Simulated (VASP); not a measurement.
The system is Rh.

```
Rh
1.0
     0.00000    1.90155    1.90155
     1.90155    0.00000    1.90155
     1.90155    1.90155    0.00000
Rh
1
Direct
  0.00000 0.00000 0.00000
```

- Program: VASP 6.6.1
- Task: relaxation of cell and atoms
- Functional: RPBE
- Potentials or basis: VASP PAW PBE potentials, release 64 (Rh_pv)
- Cutoff: 600 eV
- k mesh: 14 × 14 × 14
- Occupations: fermi-dirac, width 0.05 eV
- Spin: collinear spin, ferromagnetic start
- Starting moments: [1.0] μB

At the start: pressure 10.5 GPa; volume 13.75 Å³/atom.

Q: How do energy, volume and symmetry change on relaxing?

A: Over 4 steps the energy falls by 17.6 meV/atom and the volume is 14.31 Å³/atom (+4.1 %); space group Fm-3m (No. 225, to 0.1 Å) before and after; moment 0.00 μB per cell.

Step by step:
```csv
step,energy change (eV),largest force (eV/Å),pressure (GPa),volume (Å³)
1,0.0000,0.0000,10.49,13.75
2,0.0564,0.0000,-16.46,15.62
3,-0.0176,0.0000,-0.25,14.33
4,-0.0176,0.0000,-0.05,14.31
```

Final structure:
```
Rh
1.0
     0.00000    1.92716    1.92716
     1.92716    0.00000    1.92716
     1.92716    1.92716    0.00000
Rh
1
Direct
  0.00000 0.00000 0.00000
```

Caveat: the PAW data sets were made with another functional, which shifts forces and pressure a little.
